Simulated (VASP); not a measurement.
# Ca3Si2N (P4mm) in VASP: single point with PBE

Aim: the single point of Ca3Si2N with PBE.

Program: VASP 6.6.1. These are calculated values, not measurements. Logs are shortened: lines on timing, memory, paths and dates and some standing lists are left out, and cuts for length are marked.

## Step 1: The cell of the first run

The structure is tetragonal, space group P4mm (No. 99). Conventional cell: a = 5.505 Å, b = 5.505 Å, c = 5.813 Å, α = 90.00°, β = 90.00°, γ = 90.00°. Ca (site symmetry 4mm) has 2 Si at 2.83 to 2.99 Å within 3.7 Å. Ca (site symmetry 2mm) has 4 Si at 2.77 to 3.51 Å and 2 N at 2.80 Å within 3.6 Å. Si (site symmetry 4mm) has 1 N at 1.65 Å within 2.2 Å. Within 3.6 Å of Si (site symmetry 4mm) lie 6 Ca at 2.77 to 2.99 Å. N (site symmetry 4mm) has 1 Si at 1.65 Å within 2.2 Å.

The cell was generated, and may not be a known phase.

## Step 2: Single point, PBE, collinear spin, ferromagnetic start

Input file INCAR:

```
SYSTEM = Ca3Si2N
ALGO = Normal
EDIFF = 1E-6
ENCUT = 520
GGA = PE
ISIF = 2
ISMEAR = 0
ISPIN = 2
LASPH = .True.
LCHARG = .True.
LELF = .True.
LORBIT = 11
LREAL = .False.
LVHAR = .True.
LWAVE = .False.
MAGMOM = 0 0 0 0 0 1
NBANDS = 34
NELM = 150
PREC = Accurate
SIGMA = 0.1
```

Input file KPOINTS:

```
k-points
0
Gamma
  4 4 4
  0 0 0
```

Input file POSCAR:

```
Ca3Si2N
1.0
    5.5046321934      0.0000000000      0.0000000000
    0.0000000000      5.5046321934      0.0000000000
    0.0000000000      0.0000000000      5.8130865072
Ca Si N
3 2 1
Direct
    0.0000000000      0.0000000000      0.9563822673
    0.0000000000      0.5000000000      0.4902333320
    0.5000000000      0.0000000000      0.4902333320
    0.5000000000      0.5000000000      0.8649336863
    0.0000000000      0.0000000000      0.4425833041
    0.5000000000      0.5000000000      0.5808076583
```

Potentials or basis: VASP PAW PBE potentials, release 64 (Ca_sv, Si, N).

The run is started by

```console
cat potpaw_PBE.64/Ca_sv/POTCAR potpaw_PBE.64/Si/POTCAR potpaw_PBE.64/N/POTCAR > POTCAR
mpirun -np 1 vasp_std > vasp.out
```

OUTCAR:

```text
SYSTEM = Ca3Si2N
   EDIFF = 1E-6
   ENCUT = 520
   GGA = PE
   ISIF = 2
   ISMEAR = 0
   ISPIN = 2
   LASPH = .True.
   LORBIT = 11
   LREAL = .False.
   NELM = 150
   PREC = Accurate

 ion  position               nearest neighbor table
   1  0.000  0.000  0.956-   5 2.83   5 2.99
   2  0.000  0.500  0.490-   5 2.77   5 2.77
   3  0.500  0.000  0.490-   5 2.77   5 2.77
   4  0.500  0.500  0.865-   6 1.65
   5  0.000  0.000  0.443-   2 2.77   3 2.77   2 2.77   3 2.77   1 2.83   1 2.99
   6  0.500  0.500  0.581-   4 1.65

  LATTYP: Found a simple tetragonal cell.
 ALAT       =     5.5046321934
 C/A-ratio  =     1.0560354085

  Lattice vectors:

 A1 = (   5.5046321934,   0.0000000000,   0.0000000000)
 A2 = (   0.0000000000,   5.5046321934,   0.0000000000)
 A3 = (   0.0000000000,   0.0000000000,   5.8130865072)

Analysis of symmetry for initial positions (statically):
=====================================================================
 Subroutine PRICEL returns:
 Original cell was already a primitive cell.

 Routine SETGRP: Setting up the symmetry group for a
 simple tetragonal supercell.

 Subroutine GETGRP returns: Found  8 space group operations
 (whereof  8 operations were pure point group operations)
 out of a pool of 16 trial point group operations.

The static configuration has the point symmetry C_4v.

Analysis of symmetry for dynamics (positions and initial velocities):
=====================================================================
 Subroutine PRICEL returns:
 Original cell was already a primitive cell.

 Routine SETGRP: Setting up the symmetry group for a
 simple tetragonal supercell.

 Subroutine GETGRP returns: Found  8 space group operations
 (whereof  8 operations were pure point group operations)
 out of a pool of 16 trial point group operations.

The dynamic configuration has the point symmetry C_4v.

Analysis of structural, dynamic, and magnetic symmetry:
=====================================================================
 Subroutine PRICEL returns:
 Original cell was already a primitive cell.

 Routine SETGRP: Setting up the symmetry group for a
 simple tetragonal supercell.

 Subroutine GETGRP returns: Found  8 space group operations
 (whereof  8 operations were pure point group operations)
 out of a pool of 16 trial point group operations.

The overall configuration has the point symmetry C_4v.

 Subroutine INISYM returns: Found  8 space group operations
 (whereof  8 operations are pure point group operations),
 and found     1 'primitive' translations

----------------------------------------------------------------------------------------

                                     Primitive cell

  volume of cell :     176.1422

  direct lattice vectors                    reciprocal lattice vectors
     5.504632193  0.000000000  0.000000000     0.181665180  0.000000000  0.000000000
     0.000000000  5.504632193  0.000000000     0.000000000  0.181665180  0.000000000
     0.000000000  0.000000000  5.813086507     0.000000000  0.000000000  0.172025653

  length of vectors
     5.504632193  5.504632193  5.813086507     0.181665180  0.181665180  0.172025653

  position of ions in fractional coordinates (direct lattice)
     0.000000000  0.000000000  0.956382267
     0.000000000  0.500000000  0.490233332
     0.500000000  0.000000000  0.490233332
     0.500000000  0.500000000  0.864933686
     0.000000000  0.000000000  0.442583304
     0.500000000  0.500000000  0.580807658

  ion indices of the primitive-cell ions
   primitive index   ion index
                 1           1
                 2           2
                 3           3
                 4           4
                 5           5
                 6           6

----------------------------------------------------------------------------------------

 KPOINTS: k-points

Automatic generation of k-mesh.
 Grid dimensions read from file:
 generate k-points for:    4    4    4

[... 22 lines left out ...]
  0.500000  0.000000  0.000000      2.000000
  0.250000  0.250000  0.000000      4.000000
  0.500000  0.250000  0.000000      4.000000
  0.500000  0.500000  0.000000      1.000000
[... 10 lines left out ...]
  0.500000  0.250000  0.500000      4.000000
  0.500000  0.500000  0.500000      1.000000
   k-points           NKPTS =     18   k-points in BZ     NKDIM =     18   number of bands    NBANDS=     34
   number of dos      NEDOS =    301   number of ions     NIONS =      6
   total plane-waves  NPLWV =  84672
   dimension x,y,z NGX =    42 NGY =   42 NGZ =   48
   dimension x,y,z NGXF=    84 NGYF=   84 NGZF=   96
   ions per type =               3   2   1
   NGX,Y,Z   is equivalent  to a cutoff of  12.68, 12.68, 13.73 a.u.
   NGXF,Y,Z  is equivalent  to a cutoff of  25.37, 25.37, 27.45 a.u.
 SYSTEM =  Ca3Si2N
   PREC   = accura    normal or accurate (medium, high low for compatibility)
   ISTART =      0    job   : 0-new  1-cont  2-samecut
   ICHARG =      2    charge: 1-file 2-atom 10-const
   ISPIN  =      2    spin polarized calculation?
   LNONCOLLINEAR =      F non collinear calculations
   LSORBIT =      F    spin-orbit coupling
   LASPH  =      T    aspherical Exc in radial PAW
   ENCUT  =  520.0 eV  38.22 Ry    6.18 a.u.  10.23 10.23 10.81*2*pi/ulx,y,z
   NELM   =    150;   NELMIN=  2; NELMDL= -5     # of ELM steps
   EDIFF  = 0.1E-05   stopping-criterion for ELM
   LREAL  =      F    real-space projection
   EDIFFG = 0.1E-04   stopping-criterion for IOM
   NSW    =      0    number of steps for IOM
   IBRION =     -1    ionic relax: 0-MD 1-quasi-New 2-CG
   NFREE  =      0    steps in history (QN), initial steepest desc. (CG)
   ISIF   =      2    stress and relaxation
   ISYM   =      2    0-nonsym 1-usesym 2-fastsym
   POTIM  = 0.5000    time-step for ionic-motion
   TEBEG  =    0.0;   TEEND  =   0.0 temperature during run
   PSTRESS=    0.0 pullay stress
   NELECT =      43.0000    total number of electrons
   NUPDOWN=      -1.0000    fix difference up-down
   EMIN   =  10.00;   EMAX   =-10.00  energy-range for DOS
   EFERMI =   0.00;   METHOD = LEGACY
   ISMEAR =     0;   SIGMA  =   0.10  broadening in eV -4-tet -1-fermi 0-gaus
   EFERMI_NEDOS =   21; number of points for ismear=-14 and -15
   IALGO  =     38    algorithm
   IMIX   =      4    mixing-type and parameters
     AMIX     =   0.40;   BMIX     =  1.00
     AMIX_MAG =   1.60;   BMIX_MAG =  1.00
  volume/ion in A,a.u.               =      29.36       198.11
  Fermi-wavevector in a.u.,A,eV,Ry     =   1.023159  1.933490 14.243322  1.046855
  Thomas-Fermi vector in A             =   2.156878
   LORBIT       =     11    0 simple, 1 ext, 2 COOP (PROOUT), +10 PAW based schemes
   GGA     = PE    functional components
   LHFCALC =     F    Hartree Fock is set to
   AEXX    =    0.0000 exact exchange contribution
   IVDW    =     0    specifies the selected vdW correction
   LEPSILON=     F    determine dielectric tensor
   LRPA    =     F    only Hartree local field effects (RPA)
 spin polarized calculation
 Gauss-broadening in eV      SIGMA  =   0.10
  energy-cutoff  :      520.00
  volume of cell :      176.14
 maximum number of plane-waves:      4776
 NGX is ok and might be reduce to    42
   NGX = 21   NGY = 21   NGZ = 21

 number of electron      43.0000001 magnetization       0.0004825

 Free energy of the ion-electron system (eV)
  ---------------------------------------------------
  ext. energy  EPLUGINS =         0.00000000
  ---------------------------------------------------
  free energy    TOTEN  =       -25.64481671 eV

  energy without entropy =      -25.62441780  energy(sigma->0) =      -25.63461726

 E-fermi :   2.3620     XC(G=0):  -8.0724

 val. band max:        2.3517821039   @ k =   0.5000   0.0000   0.5000
 cond. band min:       2.3930458780   @ k =   0.5000   0.5000   0.0000
 fundamental gap:      0.0412637740
 Fermi energy:         2.3620447269

 spin component 1

 k-point     1 :       0.0000    0.0000    0.0000
  band No.  band energies     occupation
      1     -39.2429      1.00000
      2     -38.3572      1.00000
      3     -38.3462      1.00000
      4     -20.3205      1.00000
      5     -20.3205      1.00000
      6     -20.1116      1.00000
[... 637 lines left out ...]
     32       6.8713      0.00000
     33       6.9395      0.00000
 Fermi energy:         2.3620447269

 spin component 2

 k-point     1 :       0.0000    0.0000    0.0000
  band No.  band energies     occupation
      1     -39.2429      1.00000
      2     -38.3572      1.00000
      3     -38.3462      1.00000
      4     -20.3204      1.00000
      5     -20.3204      1.00000
      6     -20.1115      1.00000
[... 637 lines left out ...]
     32       6.8714      0.00000
     33       6.9344      0.00000
 [bands above 33 left out]

------------------------ aborting loop because EDIFF is reached ----------------------------------------

  FORCE on cell =-STRESS in cart. coord.  units (eV):
  Direction    XX          YY          ZZ          XY          YZ          ZX
  --------------------------------------------------------------------------------------
  -------------------------------------------------------------------------------------
  Total        0.0250607      0.0250607      0.1796432      0.0000000     -0.0000000      0.0000000
  in kB        0.2279504      0.2279504      1.6340219      0.0000000     -0.0000000      0.0000000
  external PRESSURE =       0.6966409 kB  Pullay stress =       0.0000000 kB

 VOLUME and BASIS-vectors are now :
 -----------------------------------------------------------------------------
  energy-cutoff  :      520.00
  volume of cell :      176.14
      direct lattice vectors                 reciprocal lattice vectors
     5.504632193  0.000000000  0.000000000     0.181665180  0.000000000  0.000000000
     0.000000000  5.504632193  0.000000000     0.000000000  0.181665180  0.000000000
     0.000000000  0.000000000  5.813086507     0.000000000  0.000000000  0.172025653

 POSITION                                       TOTAL-FORCE (eV/Angst)
 -----------------------------------------------------------------------------------
      0.00000      0.00000      5.55953        -0.000000      0.000000     -0.001852
      0.00000      2.75232      2.84977        -0.000000      0.000000     -0.001260
      2.75232      0.00000      2.84977        -0.000000      0.000000     -0.001260
      2.75232      2.75232      5.02793        -0.000000      0.000000      0.067431
      0.00000      0.00000      2.57278         0.000000      0.000000      0.005271
      2.75232      2.75232      3.37629        -0.000000     -0.000000     -0.068331
 -----------------------------------------------------------------------------------
    total drift:                                0.000000      0.000000      0.000386

  FREE ENERGIE OF THE ION-ELECTRON SYSTEM (eV)
  ---------------------------------------------------
  free  energy   TOTEN  =       -25.6448167145 eV

  energy  without entropy=      -25.6244177967  energy(sigma->0) =      -25.63461726

 total charge

# of ion       s       p       d       tot
------------------------------------------
    1        2.062   5.840   0.199   8.101
    2        2.050   5.848   0.246   8.145
    3        2.050   5.848   0.246   8.145
    4        0.840   0.806   0.000   1.646
    5        0.797   0.959   0.000   1.757
    6        1.279   2.361   0.000   3.640
--------------------------------------------------
tot          9.078  21.662   0.692  31.433

 magnetization (x)

# of ion       s       p       d       tot
------------------------------------------
    1        0.000   0.000   0.000   0.000
    2       -0.000   0.000   0.000   0.000
    3       -0.000   0.000   0.000   0.000
    4        0.000   0.000   0.000   0.000
    5        0.000   0.000   0.000   0.000
    6        0.000   0.000   0.000   0.000
--------------------------------------------------
tot          0.000   0.000   0.000   0.000
```

It took 7.7 min on 1 thread of Intel Xeon 8259CL, shared host; peak memory 0.44 GiB.

What came out:

| Item | Value |
| --- | --- |
| Free energy | -25.6448 eV |
| Pressure | 0.1 GPa |
| Largest force | 0.068 eV/Å |
| Net moment | 0.00 μB per cell |
| Valence electrons inside the program's atomic spheres | Ca 8.10, 8.14 (each value once); Si 1.65, 1.76; N 3.64 |

Forces on the atoms (eV/Å):
```
Ca   0.000  0.000 -0.002
Ca   0.000  0.000 -0.001
Ca   0.000  0.000 -0.001
Si   0.000  0.000  0.067
Si   0.000  0.000  0.005
N    0.000  0.000 -0.068
```

Stress tensor (GPa, compression positive):
```
0.02 0.00 0.00
0.00 0.02 0.00
0.00 0.00 0.16
```

Levels at points of the mesh, in eV from the Fermi level:
Spin up:
| k point | band 19 | band 20 | band 21 | band 22 | band 23 | band 24 | band 25 | band 26 |
| --- | --- | --- | --- | --- | --- | --- | --- | --- |
| (0.00, 0.00, 0.00) | -0.46 | 0.18 | 0.18 | 0.73 | 0.83 | 1.26 | 1.26 | 1.49 |
| (0.50, 0.00, 0.00) | -1.08 | -0.68 | -0.49 | -0.30 | 1.04 | 1.48 | 1.52 | 1.86 |
| (0.50, 0.50, 0.00) | -1.10 | -1.10 | -0.78 | 0.03 | 0.03 | 1.70 | 1.79 | 1.79 |
| (0.00, 0.00, 0.50) | -1.39 | -0.19 | -0.19 | 0.89 | 0.89 | 1.32 | 1.36 | 1.79 |
| (0.50, 0.00, 0.50) | -1.83 | -1.51 | -0.46 | -0.01 | 0.62 | 1.80 | 1.91 | 2.23 |
| (0.50, 0.50, 0.50) | -1.98 | -1.41 | -1.41 | -0.19 | -0.19 | 2.13 | 2.54 | 2.54 |
Spin down:
```csv
k point,band 18,band 19,band 20,band 21,band 22,band 23,band 24,band 25,band 26,band 27
"(0.00, 0.00, 0.00)",-2.96,-0.46,0.18,0.18,0.73,0.83,1.26,1.26,1.49,1.77
"(0.50, 0.00, 0.00)",-3.00,-1.08,-0.68,-0.49,-0.30,1.04,1.48,1.52,1.86,2.68
"(0.50, 0.50, 0.00)",-2.71,-1.10,-1.10,-0.78,0.03,0.03,1.70,1.79,1.79,2.64
"(0.00, 0.00, 0.50)",-2.48,-1.39,-0.19,-0.19,0.89,0.89,1.32,1.36,1.79,1.95
"(0.50, 0.00, 0.50)",-2.16,-1.83,-1.51,-0.46,-0.01,0.62,1.80,1.91,2.23,2.64
"(0.50, 0.50, 0.50)",-2.00,-1.98,-1.41,-1.41,-0.19,-0.19,2.13,2.54,2.54,2.61
```
